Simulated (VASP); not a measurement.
A run of VASP 6.6.1:

Contents of INCAR:

```
SYSTEM = Os
AGGAC    = 1.0          
AGGAX    = 1.0          
ALDAC    = 0.0          
ALDAX    = 1.0          
ALGO     = Normal         ! electronic algorithm
EDIFF    = 1E-6           ! SCF threshold, eV
ENCUT    = 560            ! plane-wave cutoff, eV
GGA      = B5             ! functional
GGA_COMPAT= .FALSE.      
ISIF     = 2              ! what is computed and relaxed
ISMEAR   = -1             ! smearing method
LASPH    = .TRUE.         ! aspherical terms in the spheres
LCHARG   = .FALSE.        ! write CHGCAR
LREAL    = .FALSE.        ! projectors in reciprocal space
LWAVE    = .FALSE.        ! write WAVECAR
NBANDS   = 23             ! bands
NELM     = 120            ! most SCF steps
PREC     = Accurate       ! precision mode
SIGMA    = 0.05           ! smearing width, eV
```

KPOINTS

```
k-points
0
G
  11 11 6
  0 0 0
```

The input POSCAR:

```
Os
1.0
    2.7341000000      0.0000000000      0.0000000000
   -1.3670500000      2.3678000565      0.0000000000
    0.0000000000      0.0000000000      4.3197000000
Os
2
Direct
    0.6666666667      0.3333333333      0.7500000000
    0.3333333333      0.6666666667      0.2500000000
```

Potentials or basis: VASP PAW PBE potentials, release 64 (Os_sv_GW).

Command:

```sh
$ cat potpaw_PBE.64/Os_sv_GW/POTCAR > POTCAR
$ mpirun -np 1 vasp_std > vasp.out
```

Hardware: 1 thread of Intel(R) Xeon(R) Platinum 8488C (Sapphire Rapids), on a shared host.

Task: How long does it take, and how much memory?

Result: It took 37 s on 1 thread of Intel(R) Xeon(R) Platinum 8488C (Sapphire Rapids), with other jobs on the host, peak memory 0.18 GiB. Counts: scf iterations 12, k points 64.
